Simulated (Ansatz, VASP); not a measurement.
One calculation of Rb, two programs

File POSCAR:

```
Rb
1.0
   -2.8677202310      2.8677202310      2.8677202310
    2.8677202310     -2.8677202310      2.8677202310
    2.8677202310      2.8677202310     -2.8677202310
Rb
1
Direct
    0.0000000000      0.0000000000      0.0000000000
```

File INCAR.step1:

```
ALGO = Normal
EDIFF = 1E-4
ENCUT = 520
GGA = PE
ISMEAR = 1
LASPH = True
LCHARG = False
LREAL = False
LWAVE = True
NBANDS = 10
NELM = 100
PREC = Accurate
SIGMA = 0.01
```

The input INCAR.step2:

```
ALGO = Normal
EDIFF = 1E-6
ENCUT = 520
ISIF = 2
ISMEAR = 1
ISTART = 1
LASPH = True
LCHARG = False
LMIXTAU = True
LREAL = False
LWAVE = False
METAGGA = R2SCAN
NBANDS = 10
NELM = 100
PREC = Accurate
SIGMA = 0.01
```

The input KPOINTS:

```
k-points
0
Gamma
  8 8 8
```

Input for Ansatz:

```yaml
crystal:
  lattice:
    - [-2.867720231, 2.867720231, 2.867720231]
    - [2.867720231, -2.867720231, 2.867720231]
    - [2.867720231, 2.867720231, -2.867720231]
  atoms:
    - { symbol: Rb, position: [0.0, 0.0, 0.0] }
hamiltonian:
  xc: r2scan
  pseudopotentials:
    kind: paw
    azcp:
      Rb: "pseudopotentials/Rb.paw.azcp"
basis:
  ecutwfc: 500
  fft_grid_basis: typed
kpoints:
  mp_grid: { grid: [8, 8, 8], shift: [0, 0, 0] }
magnetization:
  spin_polarized: false
scf:
  occupations: { method: cold, width: 0.01 }
  lower_state_search: "off"
output:
  stress: true
  write_density: true
  write_potential: true
  elf: true
  volumetric_format: npy
```

Alike in both runs: task single point; functional r2SCAN; k mesh 8 × 8 × 8; no spin polarisation.

```csv
,VASP,Ansatz
version,VASP 6.6.1,Ansatz 0.2.0
potentials or method,"VASP PAW PBE potentials, release 64 (Rb_sv), cutoff 520 eV","plane waves (500 eV) with PAW, scalar-relativistic"
occupations,"methfessel-paxton of order 1, width 0.01 eV","cold, width 0.01 eV"
valence electrons in the cell,9,9
```

```tsv
	VASP	Ansatz	Ansatz less VASP
pressure (GPa)	0.0	0.0	0.00
```

VASP's potentials were made for PBE, not for r2SCAN.
